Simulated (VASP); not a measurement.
A run of VASP 6.6.1 is set up as follows.

The input INCAR:

```
SYSTEM = SrTiO3
PREC = Accurate ; ENCUT = 520
EDIFF = 1E-7 ; ISMEAR = 0
SIGMA = 0.02 ; LREAL = .FALSE.
LASPH = .TRUE. ; NELM = 60
ALGO = Normal ; ISIF = 2
LWAVE = .FALSE. ; LCHARG = .FALSE.
GGA = PS ; NBANDS = 28
```

File KPOINTS:

```
Automatic mesh
0
G
  8 8 8
  0 0 0
```

POSCAR

```
SrTiO3
1.0
    3.9296488765      0.0000000000      0.0000000000
    0.0000000000      3.9296488765      0.0000000000
    0.0000000000      0.0000000000      3.9296488765
Sr Ti O
1 1 3
Direct
    0.5000000000      0.5000000000      0.5000000000
    0.0000000000      0.0000000000      0.0000000000
    0.5000000000      0.0000000000      0.0000000000
    0.0000000000      0.5000000000      0.0000000000
    0.0000000000      0.0000000000      0.5000000000
```

Potentials or basis: VASP PAW PBE potentials, release 64 (Sr_sv, Ti_sv, O).

The run is started by

```console
$ cat potpaw_PBE.64/Sr_sv/POTCAR potpaw_PBE.64/Ti_sv/POTCAR potpaw_PBE.64/O/POTCAR > POTCAR
$ mpirun -np 1 vasp_std > vasp.out
```

What does it give for the band gap on the k mesh?

1.77 eV, indirect (least direct gap 2.14 eV).

Estimate the pressure.

-4.5 GPa.

Caveat: the PAW data sets were made with another functional, which shifts forces and pressure a little. A k mesh can miss the band edges.
